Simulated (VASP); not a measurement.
Runs of VASP 6.6.1 on ZnAu. The structure is that of space group Pm-3m (No. 221), or close to it. The cells are those of the table. 

```tsv
cell	gap on the mesh (eV)	pressure (GPa)
a = 3.147 Å, 2 atoms	none	-6.0
a = 3.229 Å, 2 atoms	none	-13.6
a = 3.188 Å, 2 atoms	none	-10.3
a = 3.061 Å, 2 atoms	none	(b)
a = 3.104 Å, 2 atoms	none	(a)
```

Alike in all rows: task single point; level LDA; potentials or basis VASP PAW LDA potentials, release 64 (Zn, Au); no spin polarisation; k mesh 9 × 9 × 9; cutoff (eV) 520; smearing fermi-dirac 0.1 eV.

**Question.** Estimate the missing entries.

**Answer.** (a) -0.3; (b) 7.0.

Caveats: spin-orbit coupling is left out, which moves the levels of the heavy elements.

A k mesh can miss the band edges, and the runs leave out spin-orbit coupling on Au.

A gap of «none» marks levels without a gap at the run's occupations.
